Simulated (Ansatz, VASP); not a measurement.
# One calculation of Ge, two programs

Contents of INCAR:

```
SYSTEM = Ge
ALGO = Normal
EDIFF = 1E-6
ENCUT = 520
GGA = PS
ISIF = 2
ISMEAR = -1
LASPH = .TRUE.
LCHARG = .TRUE.
LELF = .TRUE.
LREAL = .FALSE.
LVHAR = .TRUE.
LWAVE = .FALSE.
NBANDS = 36
NELM = 80
PREC = Accurate
SIGMA = 0.05
```

The input KPOINTS:

```
k-points
0
G
  11 11 6
  0 0 0
```

POSCAR

```
Ge
1.0
    3.9707555995      0.0000000000      0.0000000000
   -1.9853777998      3.4387752214      0.0000000000
    0.0000000000      0.0000000000      6.5550854883
Ge
4
Direct
    0.6666666667      0.3333333333      0.0629012500
    0.3333333333      0.6666666667      0.5629012500
    0.6666666667      0.3333333333      0.4370987500
    0.3333333333      0.6666666667      0.9370987500
```

Input for Ansatz:

```yaml
crystal:
  lattice:
    - [3.9707555995, 0.0, 0.0]
    - [-1.9853777998, 3.4387752214, 0.0]
    - [0.0, 0.0, 6.5550854883]
  atoms:
    - { symbol: Ge, position: [0.6666666667, 0.3333333333, 0.06290125] }
    - { symbol: Ge, position: [0.3333333333, 0.6666666667, 0.56290125] }
    - { symbol: Ge, position: [0.6666666667, 0.3333333333, 0.43709875] }
    - { symbol: Ge, position: [0.3333333333, 0.6666666667, 0.93709875] }
kpoints:
  mp_grid: { grid: [11, 11, 6] }
  band_path:
    path:
      - [0.0, 0.0, 0.0]
      - [0.5, 0.0, 0.0]
      - [0.3333333333, 0.3333333333, 0.0]
      - [0.0, 0.0, 0.0]
      - [0.0, 0.0, 0.5]
      - [0.5, 0.0, 0.5]
      - [0.3333333333, 0.3333333333, 0.5]
      - [0.0, 0.0, 0.5]
      - [0.5, 0.0, 0.5]
    npoints: 5
scf:
  occupations: { method: fermi_dirac, width: 0.05 }
hamiltonian:
  xc: pbesol
  pseudopotentials: { kind: all_electron, lapw: { basis_error: 0.001 } }
output:
  forces: true
  stress: true
  eigenvalues: true
```

Change from the starting cell: volume scaled by 0.98.

Alike in both runs: task single point; functional PBEsol; k mesh 11 × 11 × 6; occupations fermi-dirac, width 0.05 eV; no spin polarisation.

|  | VASP | Ansatz |
| --- | --- | --- |
| version | VASP 6.6.1 | Ansatz 0.2.0 |
| potentials or method | VASP PAW PBE potentials, release 64 (Ge_d), cutoff 520 eV | all-electron LAPW, scalar-relativistic |

```tsv
	VASP	Ansatz	Ansatz less VASP
pressure (GPa)	1.2	1.4	+0.12
traceless stress, the component that is largest in VASP (GPa)	-0.08	-0.08	0.000
rms of the force components (eV/Å)	0.003	0.003	+0.0008
```

VASP's potentials were made for PBE, not for PBEsol. Atom by atom the forces differ by 0.001 eV/Å (rms over components). Ansatz ran all-electron here, and VASP with PAW potentials.
